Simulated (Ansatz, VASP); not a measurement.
## Ti2O in VASP and in Ansatz

```
Ti O
1.0
     2.91940    0.00000    0.00000
    -1.45970    2.52827    0.00000
     0.00000    0.00000    4.71300
Ti O
2 1
Cartesian
  1.4597 0.8428 1.3137
  0.0000 1.6855 3.3993
  0.0000 0.0000 0.0000
```

Alike in both runs: task single point; functional r2SCAN; k mesh 18 × 18 × 10; occupations fermi-dirac, width 0.02 eV; no spin polarisation.

|  | VASP | Ansatz |
| --- | --- | --- |
| version | VASP 6.6.1 | Ansatz 0.2.0 |
| potentials or method | VASP PAW PBE potentials, release 64 (Ti_sv, O), cutoff 660 eV | scalar-relativistic, plane waves, PAW |
| valence electrons in the cell | 30 | 30 |

Ansatz gave:

| Quantity | Value |
| --- | --- |
| gap on the k mesh at the Fermi level (eV) | none |
| pressure (GPa) | 9.0 |
| traceless stress, the component that is largest in VASP (GPa) | 5.23 |
| rms of the force components (eV/Å) | 0.498 |

Question: Estimate VASP's values.

Answer: gap on the k mesh at the Fermi level (eV): none; pressure (GPa): 10.0; traceless stress, the component that is largest in VASP (GPa): 5.28; rms of the force components (eV/Å): 0.478.

VASP's potentials were made for PBE, not for r2SCAN. Atom by atom the forces differ by 0.020 eV/Å (rms over components). A gap of «none» marks a metal or a gap that the smearing closes. The functional is the same, so the differences come from potentials, cutoffs and numerics.
